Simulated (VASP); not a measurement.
**Zn: single point with PBE**

Crystal: Zn.

```
Zn
1.0
     2.62371    0.00000    0.00000
    -1.31186    2.27220    0.00000
     0.00000    0.00000    4.83699
Zn
2
Cartesian
  0.0000 1.5148 1.2092
  1.3119 0.7574 3.6277
```

This cell differs from its parent crystal: volume scaled by 0.94, then relaxed in part.

```json
{
 "Program": "VASP 6.6.1",
 "Task": "single point",
 "Functional": "PBE",
 "Potentials or basis": "VASP PAW PBE potentials, release 64 (Zn)",
 "Cutoff": "520 eV",
 "k mesh": "18 × 18 × 8",
 "Occupations": "gaussian, width 0.1 eV",
 "Spin": "no spin polarisation"
}
```

```yaml
Pressure: 4.4 GPa
Band_gap_on_the_k_mesh: zero (band 12 reaches 5.12 eV, above the bottom of band 13 at 0.59 eV)
```

Stress tensor (GPa, compression positive):
```
4.41 0.00 0.00
0.00 4.41 0.00
0.00 0.00 4.27
```

Levels at points of the mesh, in eV from the Fermi level:
```tsv
k point	band 10	band 11	band 12	band 13	band 14	band 15
(0.00, 0.00, 0.00)	-7.33	-7.33	-4.02	-3.06	14.21	17.85
(0.50, 0.00, 0.00)	-7.12	-3.18	-2.38	2.66	3.45	4.31
(0.00, 0.00, 0.50)	-7.43	-7.43	-7.43	4.75	4.75	19.22
(0.50, 0.00, 0.50)	-7.13	-2.19	-2.19	0.07	0.07	10.44
```

Run time: 32 s on 1 thread of Intel(R) Xeon(R) 6975P-C (Granite Rapids), with other jobs on the host, peak memory 0.19 GiB.
